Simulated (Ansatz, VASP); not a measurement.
# Cu in VASP and in Ansatz

```
Cu
1.0
     0.00000   -1.80750   -1.80750
    -1.80750    0.00000   -1.80750
     1.80750    1.80750   -3.61500
Cu
2
Direct
  0.50905 0.47379 0.51236
  0.99095 0.02621 0.98764
```

Alike in both runs: task single point; functional PBE; k mesh 12 × 12 × 7; occupations fermi-dirac, width 0.05 eV; no spin polarisation.

```csv
,VASP,Ansatz
version,VASP 6.6.1,Ansatz 0.2.0
potentials or method,"VASP PAW PBE potentials, release 64 (Cu), cutoff 520 eV","all-electron LAPW, scalar-relativistic"
```

```csv
,VASP,Ansatz,Ansatz less VASP
gap on the k mesh at the Fermi level (eV),none,none,-
pressure (GPa),3.5,3.0,-0.46
"traceless stress, the component that is largest in VASP (GPa)",-0.54,-0.55,-0.001
rms of the force components (eV/Å),0.459,0.459,-0.0005
```

Atom by atom the forces differ by 0.001 eV/Å (rms over components). A gap of «none» marks a metal or a gap that the smearing closes. Ansatz ran all-electron here, and VASP with PAW potentials.
